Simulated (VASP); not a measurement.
# Cd (Pm-3m) in VASP: further runs

Cd is run at these levels: PBEsol; tasks: single point, relaxation of cell and atoms.

Everything below comes from runs of VASP 6.6.1. Logs are shortened: lines on timing, memory, paths and dates and some standing lists are left out, and cuts for length are marked.

## 1. The cell of the first run

Symmetry: Pm-3m, No. 221, cubic system. Conventional cell: a = 2.821 Å, b = 2.821 Å, c = 2.821 Å, α = 90.00°, β = 90.00°, γ = 90.00°. Within 3.7 Å of Cd (site symmetry m-3m) lie 6 Cd at 2.82 Å.

This isn't the form of Cd at room conditions, which is hcp.

## 2. Single point, PBEsol

The input, INCAR:

```
PREC = Accurate
ENCUT = 520
EDIFF = 1E-6
ISMEAR = 1
SIGMA = 0.1
LREAL = F
LASPH = T
NELM = 100
ALGO = Normal
ISIF = 2
LWAVE = F
LCHARG = F
GGA = PS
NBANDS = 12
```

The input, KPOINTS:

```
regular mesh
0
Gamma
  14 14 14
```

The input, POSCAR:

```
Cd
1.0
    2.8205087050      0.0000000000      0.0000000000
    0.0000000000      2.8205087050      0.0000000000
    0.0000000000      0.0000000000      2.8205087050
Cd
1
Direct
    0.0000000000      0.0000000000      0.0000000000
```

Potentials or basis: VASP PAW PBE potentials, release 64 (Cd).

Started as:

```console
$ cat potpaw_PBE.64/Cd/POTCAR > POTCAR
$ mpirun -np 1 vasp_std > vasp.out
```

OUTCAR:

```text
PREC = Accurate
   ENCUT = 520
   EDIFF = 1E-6
   ISMEAR = 1
   LREAL = F
   LASPH = T
   NELM = 100
   ISIF = 2
   GGA = PS

 ion  position               nearest neighbor table
   1  0.000  0.000  0.000-

  LATTYP: Found a simple cubic cell.
 ALAT       =     2.8205087050

  Lattice vectors:

 A1 = (   2.8205087050,   0.0000000000,   0.0000000000)
 A2 = (   0.0000000000,   2.8205087050,   0.0000000000)
 A3 = (   0.0000000000,   0.0000000000,   2.8205087050)

Analysis of symmetry for initial positions (statically):
=====================================================================
 Subroutine PRICEL returns:
 Original cell was already a primitive cell.

 Routine SETGRP: Setting up the symmetry group for a
 simple cubic supercell.

 Subroutine GETGRP returns: Found 48 space group operations
 (whereof 48 operations were pure point group operations)
 out of a pool of 48 trial point group operations.

The static configuration has the point symmetry O_h .

Analysis of symmetry for dynamics (positions and initial velocities):
=====================================================================
 Subroutine PRICEL returns:
 Original cell was already a primitive cell.

 Routine SETGRP: Setting up the symmetry group for a
 simple cubic supercell.

 Subroutine GETGRP returns: Found 48 space group operations
 (whereof 48 operations were pure point group operations)
 out of a pool of 48 trial point group operations.

The dynamic configuration has the point symmetry O_h .

 Subroutine INISYM returns: Found 48 space group operations
 (whereof 48 operations are pure point group operations),
 and found     1 'primitive' translations

----------------------------------------------------------------------------------------

                                     Primitive cell

  volume of cell :      22.4379

  direct lattice vectors                    reciprocal lattice vectors
     2.820508705  0.000000000  0.000000000     0.354545972  0.000000000  0.000000000
     0.000000000  2.820508705  0.000000000     0.000000000  0.354545972  0.000000000
     0.000000000  0.000000000  2.820508705     0.000000000  0.000000000  0.354545972

  length of vectors
     2.820508705  2.820508705  2.820508705     0.354545972  0.354545972  0.354545972

  position of ions in fractional coordinates (direct lattice)
     0.000000000  0.000000000  0.000000000

  ion indices of the primitive-cell ions
   primitive index   ion index
                 1           1

[... 73 lines left out ...]
   EDIFFG = 0.1E-04   stopping-criterion for IOM
   NSW    =      0    number of steps for IOM
   IBRION =     -1    ionic relax: 0-MD 1-quasi-New 2-CG
   NFREE  =      0    steps in history (QN), initial steepest desc. (CG)
   ISIF   =      2    stress and relaxation
   ISYM   =      2    0-nonsym 1-usesym 2-fastsym
   POTIM  = 0.5000    time-step for ionic-motion
   TEBEG  =    0.0;   TEEND  =   0.0 temperature during run
   PSTRESS=    0.0 pullay stress
   NELECT =      12.0000    total number of electrons
   NUPDOWN=      -1.0000    fix difference up-down
   EMIN   =  10.00;   EMAX   =-10.00  energy-range for DOS
   EFERMI =   0.00;   METHOD = LEGACY
   ISMEAR =     1;   SIGMA  =   0.10  broadening in eV -4-tet -1-fermi 0-gaus
   EFERMI_NEDOS =   21; number of points for ismear=-14 and -15
   IALGO  =     38    algorithm
   IMIX   =      4    mixing-type and parameters
     AMIX     =   0.40;   BMIX     =  1.00
     AMIX_MAG =   1.60;   BMIX_MAG =  1.00
  volume/ion in A,a.u.               =      22.44       151.42
  Fermi-wavevector in a.u.,A,eV,Ry     =   1.328845  2.511154 24.025578  1.765830
  Thomas-Fermi vector in A             =   2.458052
   LORBIT       =      0    0 simple, 1 ext, 2 COOP (PROOUT), +10 PAW based schemes
   GGA     = PS    functional components
   LHFCALC =     F    Hartree Fock is set to
   AEXX    =    0.0000 exact exchange contribution
   IVDW    =     0    specifies the selected vdW correction
   LEPSILON=     F    determine dielectric tensor
   LRPA    =     F    only Hartree local field effects (RPA)
 non-spin polarized calculation
 Methfessel and Paxton  Order N= 1 SIGMA  =   0.10
  energy-cutoff  :      520.00
  volume of cell :       22.44
 maximum number of plane-waves:       624
 NGX is ok and might be reduce to    24
   NGX = 11   NGY = 11   NGZ = 11

 number of electron      12.0000004 magnetization

 Free energy of the ion-electron system (eV)
  ---------------------------------------------------
  ext. energy  EPLUGINS =         0.00000000
  ---------------------------------------------------
  free energy    TOTEN  =        -0.98070952 eV

  energy without entropy =       -0.98059786  energy(sigma->0) =       -0.98067230

 E-fermi :   2.3169     XC(G=0): -10.9355

 val. band max:        2.2690882240   @ k =   0.4286   0.1429   0.1429
 cond. band min:       2.3335098333   @ k =   0.4286   0.2143   0.0000
 fundamental gap:      0.0644216093
 Fermi energy:         2.3168964006

 k-point     1 :       0.0000    0.0000    0.0000
  band No.  band energies     occupation
      1      -7.6989      2.00000
      2      -7.6989      2.00000
      3      -6.2284      2.00000
      4      -5.7937      2.00000
      5      -5.7937      2.00000
      6      -5.7937      2.00000
      7      13.2056      0.00000
      8      13.2056      0.00000
      9      13.2056      0.00000
     10      17.1531      0.00000
     11      17.1531      0.00000
     12      18.1762      0.00000
[... 331 lines left out ...]
 k-point    24 :       0.3571    0.2143    0.0000
  band No.  band energies     occupation
      1      -7.3419      2.00000
      2      -6.7307      2.00000
      3      -6.5367      2.00000
      4      -6.2326      2.00000
      5      -5.9687      2.00000
      6      -2.2617      2.00000
      7       4.2092     -0.00000
      8      10.2857      0.00000
      9      15.8334      0.00000
     10      17.5589      0.00000
     11      18.6612      0.00000
     12      23.4747      0.00000

 [... further k-points ...]
[... 5 lines left out ...]
  --------------------------------------------------------------------------------------
  -------------------------------------------------------------------------------------
  Total        0.7651808      0.7651808      0.7651808     -0.0000000     -0.0000000     -0.0000000
  in kB       54.6376898     54.6376898     54.6376898     -0.0000000     -0.0000000     -0.0000000
  external PRESSURE =      54.6376898 kB  Pullay stress =       0.0000000 kB

 VOLUME and BASIS-vectors are now :
 -----------------------------------------------------------------------------
  energy-cutoff  :      520.00
  volume of cell :       22.44
      direct lattice vectors                 reciprocal lattice vectors
     2.820508705  0.000000000  0.000000000     0.354545972  0.000000000  0.000000000
     0.000000000  2.820508705  0.000000000     0.000000000  0.354545972  0.000000000
     0.000000000  0.000000000  2.820508705     0.000000000  0.000000000  0.354545972

 POSITION                                       TOTAL-FORCE (eV/Angst)
 -----------------------------------------------------------------------------------
      0.00000      0.00000      0.00000         0.000000      0.000000      0.000000
 -----------------------------------------------------------------------------------
    total drift:                                0.000000      0.000000      0.000000

  FREE ENERGIE OF THE ION-ELECTRON SYSTEM (eV)
  ---------------------------------------------------
  free  energy   TOTEN  =        -0.9807095248 eV

  energy  without entropy=       -0.9805978605  energy(sigma->0) =       -0.98067230
```

OSZICAR:

```text
N       E                     dE             d eps       ncg     rms          rms(c)
DAV:   1     0.699501682351E+02    0.69950E+02   -0.69942E+03  3096   0.998E+02
DAV:   2     0.187603728405E+00   -0.69763E+02   -0.66669E+02  3116   0.237E+02
DAV:   3    -0.106830090890E+01   -0.12559E+01   -0.12554E+01  3428   0.358E+01
DAV:   4    -0.106996941760E+01   -0.16685E-02   -0.16685E-02  3136   0.127E+00
DAV:   5    -0.106997372199E+01   -0.43044E-05   -0.43047E-05  3464   0.637E-02    0.316E+00
DAV:   6    -0.988862651795E+00    0.81111E-01   -0.20895E-01  3380   0.573E+00    0.244E+00
DAV:   7    -0.981971381355E+00    0.68913E-02   -0.13803E-02  3312   0.118E+00    0.129E+00
DAV:   8    -0.980696789268E+00    0.12746E-02   -0.15138E-03  3128   0.499E-01    0.544E-02
DAV:   9    -0.980704488723E+00   -0.76995E-05   -0.53973E-06  3240   0.152E-02    0.165E-02
DAV:  10    -0.980709581994E+00   -0.50933E-05   -0.37187E-06  3200   0.222E-02    0.217E-03
DAV:  11    -0.980709524809E+00    0.57185E-07   -0.32024E-08  1604   0.203E-03
   1 F= -.98070952E+00 E0= -.98067230E+00  d E =-.111664E-03
```

It took 23 s on 1 thread of Intel Xeon Platinum 8488C (Sapphire Rapids), shared host; peak memory 0.15 GiB.

What came out:

```yaml
Free_energy: -0.9807 eV
Pressure: 5.5 GPa
Band_gap_on_the_k_mesh: zero (bands 6 and 7 overlap by 7.60 eV)
```

Caveat: the cell stands under pressure; the PAW data sets were made with another functional, which shifts forces and pressure a little.

## 3. Single point, PBEsol

This run uses another cell than the first one, of 24.56 Å³/atom.

The input, INCAR:

```
PREC = Accurate
ENCUT = 520
EDIFF = 1E-6
ISMEAR = 1
SIGMA = 0.1
LREAL = False
LASPH = True
NELM = 80
ALGO = Normal
ISIF = 2
LWAVE = False
LCHARG = False
GGA = PS
NBANDS = 12
```

KPOINTS is that of step 2.

The input, POSCAR:

```
Cd
1.0
    2.9068137204      0.0000000000      0.0000000000
    0.0000000000      2.9068137204      0.0000000000
    0.0000000000      0.0000000000      2.9068137204
Cd
1
Direct
    0.0000000000      0.0000000000      0.0000000000
```

Potentials or basis: VASP PAW PBE potentials, release 64 (Cd).

Started as:

```console
$ cat potpaw_PBE.64/Cd/POTCAR > POTCAR
$ mpirun -np 1 vasp_std > vasp.out
```

It took 16 s on 1 thread of Intel Xeon Platinum 8488C (Sapphire Rapids), shared host; peak memory 0.16 GiB.

Results (log left out):

- Free energy: -1.0155 eV
- Pressure: 0.3 GPa
- Band gap on the k mesh: zero (bands 6 and 7 overlap by 7.10 eV)

Levels at points of the mesh, in eV from the Fermi level:
```tsv
k point	band 3	band 4	band 5	band 6	band 7	band 8	band 9	band 10
(0.00, 0.00, 0.00)	-8.03	-8.03	-8.03	-7.92	10.34	10.34	10.34	14.03
(0.50, 0.00, 0.00)	-8.51	-8.51	-7.99	-2.59	-2.31	14.46	14.46	14.98
(0.50, 0.50, 0.00)	-8.43	-8.43	-7.61	1.21	1.21	2.25	5.91	18.63
(0.50, 0.50, 0.50)	-9.19	-7.58	-7.58	4.79	4.79	4.79	8.23	8.55
```

Caveat: the PAW data sets were made with another functional, which shifts forces and pressure a little.

(Continued in part 2 of 2.)

The gap in the log of VASP goes by the Fermi energy; the results here count the filled bands.